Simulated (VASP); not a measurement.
# Hf (P6_3/mmc) in VASP: further runs, part 2 of 3

VASP 6.6.1.

### Step 3. Vibrations by perturbation theory, LDA

This run uses another cell than the first one, of 16.94 Å³/atom.

File INCAR:

```
PREC = Accurate ; ENCUT = 520
EDIFF = 1E-8 ; ISMEAR = 0
SIGMA = 0.1 ; LREAL = False
LASPH = True ; NELM = 60
ALGO = Fast ; ISIF = 2
LWAVE = False ; LCHARG = False
NBANDS = 17 ; IBRION = 8
NSW = 1
```

File KPOINTS:

```
Automatic mesh
0
Gamma
  16 16 10
```

File POSCAR:

```
Hf
1.0
    2.8892580072      0.0000000000      0.0000000000
   -1.4446290036      2.5021708323      0.0000000000
    0.0000000000      0.0000000000      4.6858685570
Hf
2
Direct
    0.3333333333      0.6666666667      0.2500000000
    0.6666666667      0.3333333333      0.7500000000
```

Potentials or basis: VASP PAW LDA potentials, release 64 (Hf_pv).

Launch:

```console
$ cat potpaw_LDA.64/Hf_pv/POTCAR > POTCAR
$ mpirun -np 1 vasp_std > vasp.out
```

OUTCAR:

```text
PREC = Accurate
   ENCUT = 520
   EDIFF = 1E-8
   ISMEAR = 0
   LREAL = False
   LASPH = True
   NELM = 60
   ISIF = 2
   IBRION = 8
   NSW = 1

 ion  position               nearest neighbor table
   1  0.333  0.667  0.250-   2 2.88   2 2.88   2 2.88   2 2.88   2 2.88   2 2.88
   2  0.667  0.333  0.750-   1 2.88   1 2.88   1 2.88   1 2.88   1 2.88   1 2.88

  LATTYP: Found a hexagonal cell.
 ALAT       =     2.8892580072
 C/A-ratio  =     1.6218242003

  Lattice vectors:

 A1 = (   2.8892580072,   0.0000000000,   0.0000000000)
 A2 = (  -1.4446290036,   2.5021708323,   0.0000000000)
 A3 = (   0.0000000000,   0.0000000000,   4.6858685570)

Analysis of symmetry for initial positions (statically):
=====================================================================
 Subroutine PRICEL returns:
 Original cell was already a primitive cell.

 Routine SETGRP: Setting up the symmetry group for a
 hexagonal supercell.

 Subroutine GETGRP returns: Found 24 space group operations
 (whereof 12 operations were pure point group operations)
 out of a pool of 24 trial point group operations.

The static configuration has the point symmetry D_3d.
 The point group associated with its full space group is D_6h.

Analysis of symmetry for dynamics (positions and initial velocities):
=====================================================================
 Subroutine PRICEL returns:
 Original cell was already a primitive cell.

 Routine SETGRP: Setting up the symmetry group for a
 hexagonal supercell.

 Subroutine GETGRP returns: Found 24 space group operations
 (whereof 12 operations were pure point group operations)
 out of a pool of 24 trial point group operations.

The dynamic configuration has the point symmetry D_3d.
 The point group associated with its full space group is D_6h.

 Subroutine INISYM returns: Found 24 space group operations
 (whereof 12 operations are pure point group operations),
 and found     1 'primitive' translations

----------------------------------------------------------------------------------------

                                     Primitive cell

  volume of cell :      33.8761

  direct lattice vectors                    reciprocal lattice vectors
     2.889258007  0.000000000  0.000000000     0.346109623  0.199826484  0.000000000
    -1.444629004  2.502170832  0.000000000     0.000000000  0.399652968  0.000000000
     0.000000000  0.000000000  4.685868557     0.000000000  0.000000000  0.213407608

  length of vectors
     2.889258007  2.889258007  4.685868557     0.399652968  0.399652968  0.213407608

  position of ions in fractional coordinates (direct lattice)
     0.333333333  0.666666667  0.250000000
     0.666666667  0.333333333  0.750000000

  ion indices of the primitive-cell ions
   primitive index   ion index
                 1           1
[... 121 lines left out ...]
  free energy    TOTEN  =       -20.65372742 eV

  energy without entropy =      -20.64597194  energy(sigma->0) =      -20.64984968

 E-fermi :   6.9733     XC(G=0): -12.7999

 val. band max:        6.9708363807   @ k =   0.3750   0.2500   0.4000
 cond. band min:       6.9847229871   @ k =   0.0625  -0.0000   0.4000
 fundamental gap:      0.0138866064
 Fermi energy:         6.9733098288

 k-point     1 :       0.0000    0.0000    0.0000
  band No.  band energies     occupation
      1     -24.1194      2.00000
      2     -22.3350      2.00000
      3     -22.3350      2.00000
      4     -22.0926      2.00000
      5     -22.0726      2.00000
      6     -22.0726      2.00000
[... 457 lines left out ...]
      4     -22.8192      2.00000
      5     -22.5164      2.00000
      6     -22.4605      2.00000
[... 9 lines left out ...]
     16      14.6168      0.00000
     17      15.1394      0.00000

 [... further k-points ...]
[... 5 lines left out ...]
  --------------------------------------------------------------------------------------
  -------------------------------------------------------------------------------------
  Total        7.4313828      7.4313828      7.4511287      0.0000000     -0.0000000      0.0000000
  in kB      351.4688403    351.4688403    352.4027302      0.0000000     -0.0000000      0.0000000
  external PRESSURE =     351.7801369 kB  Pullay stress =       0.0000000 kB

 VOLUME and BASIS-vectors are now :
 -----------------------------------------------------------------------------
  energy-cutoff  :      520.00
  volume of cell :       33.88
      direct lattice vectors                 reciprocal lattice vectors
     2.889258007  0.000000000  0.000000000     0.346109623  0.199826484  0.000000000
    -1.444629004  2.502170832  0.000000000     0.000000000  0.399652968  0.000000000
     0.000000000  0.000000000  4.685868557     0.000000000  0.000000000  0.213407608

 POSITION                                       TOTAL-FORCE (eV/Angst)
 -----------------------------------------------------------------------------------
     -0.00000      1.66811      1.17147         0.000000     -0.000000      0.000000
      1.44463      0.83406      3.51440        -0.000000      0.000000      0.000000
 -----------------------------------------------------------------------------------
    total drift:                               -0.000000      0.000000     -0.000000

  FREE ENERGIE OF THE ION-ELECTRON SYSTEM (eV)
  ---------------------------------------------------
  free  energy   TOTEN  =       -20.6537274220 eV

  energy  without entropy=      -20.6459719360  energy(sigma->0) =      -20.64984968

[... ionic steps 2 to 3 ...]

--------------------------------------- Ionic step        4  -------------------------------------------

------------------------ aborting loop because EDIFF is reached ----------------------------------------

[... ionic steps 5 to 5 ...]

--------------------------------------- Ionic step        6  -------------------------------------------

 Free energy of the ion-electron system (eV)
  ---------------------------------------------------
  ---------------------------------------------------
  free energy    TOTEN  =        -0.24691351 eV

  energy without entropy =       -0.24691351

------------------------ aborting loop because EDIFF is reached ----------------------------------------

 INTERNAL STRAIN TENSOR  FOR ION    1  DIRECTION 3   (eV/Angst):
 -----------------------------------------------------------------------------
     0.07855  0.00000  0.00000
     0.00000  0.07855  0.00000
     0.00000  0.00000 -0.13625

 INTERNAL STRAIN TENSOR FOR ION    2 for displacements in x,y,z  (eV/Angst):
          X           Y           Z          XY          YZ          ZX
  --------------------------------------------------------------------------------
  x     0.00000     0.00000     0.00000     3.36252     0.00000     0.00000
  y     3.36252    -3.36252     0.00000     0.00000     0.00000     0.00000
  z    -0.00000    -0.00000    -0.00000     0.00000     0.00000     0.00000

 SECOND DERIVATIVES (NOT SYMMETRIZED)
 ------------------------------------
               1X          1Y          1Z          2X          2Y          2Z
  1X    -0.734498    0.000000    0.000000    0.734498    0.000000    0.000000
  1Y     0.000000   -0.734498    0.000000    0.000000    0.734498    0.000000
  1Z     0.000000    0.000000  -12.342874    0.000000    0.000000   12.342874
  2X     0.734498    0.000000    0.000000   -0.734498    0.000000    0.000000
  2Y     0.000000    0.734498    0.000000    0.000000   -0.734498    0.000000
  2Z     0.000000    0.000000   12.342874    0.000000    0.000000  -12.342874

 Eigenvectors and eigenvalues of the dynamical matrix
 ----------------------------------------------------

   1 f  =    5.813892 THz    36.529758 2PiTHz  193.930547 cm-1    24.044313 meV
             X         Y         Z           dx          dy          dz
     -0.000000  1.668114  1.171467     0.000000    0.000000   -0.707107
      1.444629  0.834057  3.514401     0.000000    0.000000    0.707107
[... 21 lines left out ...]
   6 f  =    0.000000 THz     0.000000 2PiTHz    0.000000 cm-1     0.000000 meV
             X         Y         Z           dx          dy          dz
     -0.000000  1.668114  1.171467     0.000000    0.000000    0.707107
      1.444629  0.834057  3.514401     0.000000    0.000000    0.707107

--------------------------------------------------------------------------------------------------------

 ELASTIC MODULI CONTR FROM IONIC RELAXATION (kBar)
 Direction    XX          YY          ZZ          XY          YZ          ZX
 --------------------------------------------------------------------------------
 XX        -728.0429    728.0429     -0.0000      0.0000      0.0000      0.0000
 YY         728.0429   -728.0429     -0.0000      0.0000      0.0000      0.0000
 ZZ          -0.0000     -0.0000     -0.0000      0.0000      0.0000      0.0000
 XY           0.0000      0.0000      0.0000   -728.0429      0.0000      0.0000
 YZ           0.0000      0.0000      0.0000      0.0000      0.0000      0.0000
 ZX           0.0000      0.0000      0.0000      0.0000      0.0000      0.0000
 --------------------------------------------------------------------------------
```

OSZICAR:

```text
N       E                     dE             d eps       ncg     rms          rms(c)
DAV:   1     0.529088898321E+02    0.52909E+02   -0.11693E+04  6168   0.116E+03
DAV:   2    -0.195581772000E+02   -0.72467E+02   -0.70694E+02  8029   0.260E+02
DAV:   3    -0.211712145790E+02   -0.16130E+01   -0.16025E+01  7418   0.264E+01
DAV:   4    -0.211801047126E+02   -0.88901E-02   -0.88858E-02  7832   0.228E+00
[... 61 lines left out ...]
RMM:  22    -0.246913512254E+00   -0.38569E-08    0.17847E-07 21627   0.276E-04    0.142E-06
RMM:  23    -0.246913511261E+00    0.99335E-09    0.19520E-07 21875   0.276E-04    0.111E-06
RMM:  24    -0.246913512150E+00   -0.88959E-09    0.18337E-07 22056   0.276E-04    0.142E-06
RMM:  25    -0.246913510994E+00    0.11564E-08    0.20041E-07 22016   0.276E-04    0.111E-06
RMM:  26    -0.246913511279E+00   -0.28465E-09    0.19166E-07 22120   0.276E-04    0.127E-06
 Linear response finished
```

stdout:

```text
POSCAR found type information on POSCAR Hf
 POSCAR found :  1 types and       2 ions
 scaLAPACK will be used
 LDA part: xc-table for (Slater(with rela. corr.)+CA(PZ))
 , standard interpolation
 POSCAR, INCAR and KPOINTS ok, starting setup
 FFT: planning ... GRIDC
 FFT: planning ... GRID_SOFT
 FFT: planning ... GRID
 WAVECAR not read
 entering main loop
 Linear response reoptimize wavefunctions to high precision
 Linear response DOF=           2
 Linear response progress:
 first order change of Fermi-energy  -0.11736E-04
 force on displaced ion       1 direction 1 :  -0.734   0.000   0.000
 Linear response progress:
 first order change of Fermi-energy  -0.99060E-04
 force on displaced ion       1 direction 3 :  -0.000   0.000 -12.343
 Linear response finished
```

Run time: 12 min. Hardware: 1 thread of Intel Xeon Platinum 8488C (Sapphire Rapids), shared host; peak memory 0.87 GiB.

What came out:

| Property | Result |
| --- | --- |
| Highest phonon frequency at Γ | 194 cm⁻¹ |

Phonon frequencies in cm⁻¹ (negative: imaginary):
| q point | frequencies |
| --- | --- |
| (0.000, 0.000, 0.000) | 0 0 0 47 47 194 |

Caveat: the cell stands under pressure or tension, which shifts response properties; spin-orbit coupling is left out, which moves the levels of the heavy elements.

### Step 4. Elastic constants, LDA

This run uses another cell than the first one, of 19.35 Å³/atom.

File INCAR:

```
PREC = Accurate ; ENCUT = 600
EDIFF = 1E-8 ; ISMEAR = 0
SIGMA = 0.1 ; LREAL = F
LASPH = T ; NELM = 60
ALGO = Normal ; ISIF = 3
LWAVE = F ; LCHARG = F
IBRION = 6 ; NFREE = 2
POTIM = 0.015 ; NSW = 1
```

KPOINTS is that of step 3.

File POSCAR:

```
Hf
1.0
    3.0372208165      0.0000000000      0.0000000000
   -1.5186104083      2.6303103840      0.0000000000
    0.0000000000      0.0000000000      4.8433521047
Hf
2
Direct
    0.3333333333      0.6666666667      0.2500000000
    0.6666666667      0.3333333333      0.7500000000
```

Launch:

```console
$ cat potpaw_LDA.64/Hf_pv/POTCAR > POTCAR
$ mpirun -np 1 vasp_std > vasp.out
```

It took 83 min on 1 thread of Oxide Virtual Turin-like, shared host; peak memory 0.8 GiB.

The run converged. Its results:

```yaml
Voigt_bulk_modulus: 145 GPa
Highest_phonon_frequency_at_Γ: 142 cm⁻¹
```

Phonon frequencies in cm⁻¹ (negative: imaginary):
```
              q point      frequencies
(0.000, 0.000, 0.000)  0 0 0 68 68 142
```

Elastic tensor in Voigt notation (GPa, in the Cartesian axes of the cell as first typed):
```
225  94 100   0   0   0
 94 225 100   0   0   0
100 100 263   0   0   0
  0   0   0  43   0   0
  0   0   0   0  43   0
  0   0   0   0   0  66
```

Clamped-ion elastic tensor (GPa):
```
239  81 100   0   0   0
 81 239 100   0   0   0
100 100 263   0   0   0
  0   0   0  43   0   0
  0   0   0   0  43   0
  0   0   0   0   0  79
```

Caveat: the cell is under stress, which shifts elastic constants; spin-orbit coupling is left out, which moves the levels of the heavy elements.

[end of part 2 of 3]
